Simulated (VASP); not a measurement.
Write the native input for VASP 6.6.1 that does the following.

| Quantity | Value |
| --- | --- |
| Task | single point |
| Functional | PBE |
| Potentials or basis | VASP PAW PBE potentials, release 64 (Si, As) |
| Cutoff | 520 eV |
| k mesh | 6 × 6 × 6 |
| Occupations | gaussian, width 0.1 eV |
| Spin | no spin polarisation |
| Dipole correction | no |
| Further INCAR settings | ALGO = Normal; EDIFF = 1e-07; NBANDS = 18 |

The structure of SiAs3 lies in POSCAR:

```
SiAs3
1.0
   -2.1019536900      2.1019536900      4.2545336600
    2.1019536900     -2.1019536900      4.2545336600
    2.1019536900      2.1019536900     -4.2545336600
Si As
1 3
Direct
    0.0000000000      0.0000000000      0.0000000000
    0.7500000000      0.2500000000      0.5000000000
    0.2500000000      0.7500000000      0.5000000000
    0.5000000000      0.5000000000      0.0000000000
```

One way to write it, as run:

INCAR

```
SYSTEM = SiAs3
  ALGO = Normal
  EDIFF = 1E-7
  ENCUT = 520
  GGA = PE
  ISIF = 2
  ISMEAR = 0
  LASPH = .True.
  LCHARG = .False.
  LREAL = .False.
  LWAVE = .False.
  NBANDS = 18
  NELM = 100
  PREC = Accurate
  SIGMA = 0.1
```

KPOINTS

```
k-points
0
Gamma
  6 6 6
  0 0 0
```

Potentials or basis: VASP PAW PBE potentials, release 64 (Si, As).

Command:

```sh
$ cat potpaw_PBE.64/Si/POTCAR potpaw_PBE.64/As/POTCAR > POTCAR
$ mpirun -np 1 vasp_std > vasp.out
```

Results of the run:

The pressure is -1.3 GPa.

Wall time 69 s on 1 thread of AMD EPYC 7571, with other jobs on the host, peak memory 0.21 GiB.
